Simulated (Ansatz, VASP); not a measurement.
## Two plane-wave programs on BaNaBr3

Contents of POSCAR:

```
BaNaBr3
1.0
    6.4483889386      0.0000000000      0.0000000000
    0.0000000000      6.4483889386      0.0000000000
    0.0000000000      0.0000000000      6.2270021749
Na Ba Br
1 1 3
Direct
    0.0000000000      0.0000000000      0.0000000000
    0.5000000000      0.5000000000      0.5000000000
    0.5000000000      0.5000000000      0.0000000000
    0.5000000000      0.0000000000      0.5000000000
    0.0000000000      0.5000000000      0.5000000000
```

INCAR.step1

```
SYSTEM = BaNaBr3
PREC = Accurate ; ENCUT = 520
EDIFF = 1E-5 ; ISMEAR = 0
SIGMA = 0.01 ; LREAL = .FALSE.
LASPH = .TRUE. ; NELM = 60
ALGO = Normal ; ISIF = 2
LWAVE = .TRUE. ; LCHARG = .FALSE.
NBANDS = 27 ; GGA = PE
```

File INCAR.step2:

```
SYSTEM = BaNaBr3
PREC = Accurate ; ENCUT = 520
EDIFF = 1E-6 ; ISMEAR = 0
SIGMA = 0.01 ; LREAL = .FALSE.
LASPH = .TRUE. ; NELM = 60
ALGO = Normal ; ISIF = 2
LWAVE = .FALSE. ; LCHARG = .FALSE.
GGA = PE ; LHFCALC = .TRUE.
HFSCREEN = 0.2079 ; PRECFOCK = Fast
NBANDS = 27 ; ISTART = 1
```

Contents of KPOINTS:

```
regular mesh
0
G
  2 2 2
  0 0 0
```

Input for Ansatz:

```yaml
crystal:
  lattice:
    - [6.4483889386, 0.0, 0.0]
    - [0.0, 6.4483889386, 0.0]
    - [0.0, 0.0, 6.2270021749]
  atoms:
    - { symbol: Na, position: [0.0, 0.0, 0.0] }
    - { symbol: Ba, position: [0.5, 0.5, 0.5] }
    - { symbol: Br, position: [0.5, 0.5, 0.0] }
    - { symbol: Br, position: [0.5, 0.0, 0.5] }
    - { symbol: Br, position: [0.0, 0.5, 0.5] }
kpoints:
  mp_grid: { grid: [2, 2, 2] }
  band_path:
    path: [[0.0, 0.0, 0.0], [0.0, 0.5, 0.0], [0.5, 0.5, 0.0], [0.5, 0.5, 0.5]]
    npoints: 1
hamiltonian:
  xc: hse06
scf:
  occupations: { method: fixed }
  n_extra_bands: 5
output:
  forces: true
  stress: true
  eigenvalues: true
```

Change from the starting cell: epitaxial_xy strain +3.0%.

Alike in both runs: task single point; functional HSE06; k mesh 2 × 2 × 2; no spin polarisation.

```csv
,VASP,Ansatz
version,VASP 6.6.1,Ansatz 0.2.0
potentials or method,"VASP PAW PBE potentials, release 64 (Na_pv, Ba_sv, Br)","plane waves, PAW"
plane-wave cutoff (eV),520,420
occupations,"gaussian, width 0.01 eV",fixed
valence electrons in the cell,38,40
```

VASP gave:

- gap on the k mesh at the Fermi level (eV): 3.92
- pressure (GPa): -0.3
- traceless stress, the component that is largest in VASP (GPa): 0.77

**Question.** Which values does Ansatz return?

**Answer.** gap on the k mesh at the Fermi level (eV): 3.93; pressure (GPa): -0.5; traceless stress, the component that is largest in VASP (GPa): 0.72.

VASP's potentials hold 38 valence electrons a cell and Ansatz's 40, so a difference there can come from the potentials and not from the codes. Ansatz's warnings: stress exchange threshold loose, stress scf threshold loose.

The k mesh is coarse, so the values compare programs but aren't converged. Neither program's run includes spin-orbit coupling.
